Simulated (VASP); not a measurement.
The system is As.

```
As
1.0
     3.83229    0.00000    0.00000
    -1.91615    3.31886    0.00000
     0.00000    0.00000    6.32328
As
4
Direct
  0.33333 0.66667 0.43750
  0.66667 0.33333 0.93750
  0.66667 0.33333 0.56250
  0.33333 0.66667 0.06250
```

Base run:

- Program: VASP 6.6.1
- Functional: PBEsol
- Potentials or basis: VASP PAW PBE potentials, release 64 (As_d)
- Cutoff: 600 eV
- k mesh: 6 × 6 × 4
- Occupations: gaussian, width 0.1 eV
- Spin: no spin polarisation

Its results: band gap on the k mesh zero (band 30 reaches 6.49 eV, above the bottom of band 31 at 4.58 eV); pressure 28.8 GPa; largest force 0.426 eV/Å.

Q: The run is repeated on the same cell with these changes: potentials or basis from VASP PAW PBE potentials, release 64 (As_d) to VASP PAW PBE potentials, release 64 (As); cutoff from 600 eV to 520 eV; further incar settings from ALGO = Normal; EDIFF = 1e-06; NBANDS = 38 to ALGO = Normal; EDIFF = 1e-07; NBANDS = 18; valence electrons from 60 to 20. What comes out?

A: Band gap on the k mesh zero (band 10 reaches 8.30 eV, above the bottom of band 11 at 6.37 eV); pressure 29.8 GPa; largest force 0.447 eV/Å.

Caveats: the PAW data sets were made with another functional, which shifts forces and pressure a little.
